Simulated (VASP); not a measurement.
Wanted: the native input for a VASP 6.6.1 run.

```
Task                   : single point
Functional             : r2SCAN
Potentials or basis    : VASP PAW PBE potentials, release 64 (Ru_pv)
Cutoff                 : 520 eV
k mesh                 : 23 × 23 × 23
Occupations            : fermi-dirac, width 0.05 eV
Spin                   : collinear spin, ferromagnetic start
Starting moments       : [1.0] μB
Dipole correction      : no
Further INCAR settings : ALGO = Normal; EDIFF = 1e-07; NBANDS = 17
```

The system is Ru.

```
Ru
1.0
     0.00000    1.96567    1.96567
     1.96567    0.00000    1.96567
     1.96567    1.96567    0.00000
Ru
1
Cartesian
  0.0000 0.0000 0.0000
```

This isn't the form of Ru at room conditions, which is hcp.

One way to write it, as run:

POSCAR

```
Ru
1.0
    0.0000000000      1.9656683049      1.9656683049
    1.9656683049      0.0000000000      1.9656683049
    1.9656683049      1.9656683049      0.0000000000
Ru
1
Direct
    0.0000000000      0.0000000000      0.0000000000
```

INCAR.step1

```
PREC     = Accurate       # precision mode
ENCUT    = 520            # plane-wave cutoff, eV
ISMEAR   = -1             # smearing method
SIGMA    = 0.05           # smearing width, eV
LREAL    = F              # projectors in reciprocal space
LASPH    = T              # aspherical terms in the spheres
NELM     = 150            # most SCF steps
ISPIN    = 2              # spin polarisation
MAGMOM   = 1              # initial moments
LMAXMIX  = 4              # l up to which the mixer works
NBANDS   = 17             # bands
GGA      = PE             # functional
ALGO     = Normal         # electronic algorithm
EDIFF    = 1E-4           # SCF threshold, eV
LWAVE    = T              # write WAVECAR
LCHARG   = F              # write CHGCAR
```

INCAR.step2

```
PREC     = Accurate       # precision mode
ENCUT    = 520            # plane-wave cutoff, eV
EDIFF    = 1E-7           # SCF threshold, eV
ISMEAR   = -1             # smearing method
SIGMA    = 0.05           # smearing width, eV
LREAL    = F              # projectors in reciprocal space
LASPH    = T              # aspherical terms in the spheres
NELM     = 150            # most SCF steps
ALGO     = Normal         # electronic algorithm
ISIF     = 2              # what is computed and relaxed
LWAVE    = F              # write WAVECAR
LCHARG   = T              # write CHGCAR
ISPIN    = 2              # spin polarisation
MAGMOM   = 1              # initial moments
LORBIT   = 11             # projections on sites
LMAXMIX  = 4              # l up to which the mixer works
METAGGA  = R2SCAN         # meta-GGA
LMIXTAU  = T            
LELF     = T              # ELF
LVHAR    = T            
NBANDS   = 17             # bands
ISTART   = 1
```

KPOINTS

```
regular mesh
0
Gamma
  23 23 23
```

Potentials or basis: VASP PAW PBE potentials, release 64 (Ru_pv).

Launch:

```console
$ cat potpaw_PBE.64/Ru_pv/POTCAR > POTCAR
$ cp INCAR.step1 INCAR
$ mpirun -np 1 vasp_std > vasp.out
$ cp INCAR.step2 INCAR
$ mpirun -np 1 vasp_std > vasp.out
```

It gave:

```yaml
Pressure: -27.8 GPa
Band_gap_on_the_k_mesh: zero (filled and empty bands overlap)
Net_moment: 0.00 μB per cell
Valence_electrons_inside_the_program's_atomic_spheres: Ru 12.47
```

Caveat: the cell stands under tension; an empty level that is flat over the whole mesh can mark a ghost state of the potentials, or a narrow d or f band; the PAW data sets were made with another functional, which shifts forces and pressure a little.

Run time: 27 min on 1 thread of Oxide Virtual Turin-like Processor, with other jobs on the host, peak memory 0.23 GiB.
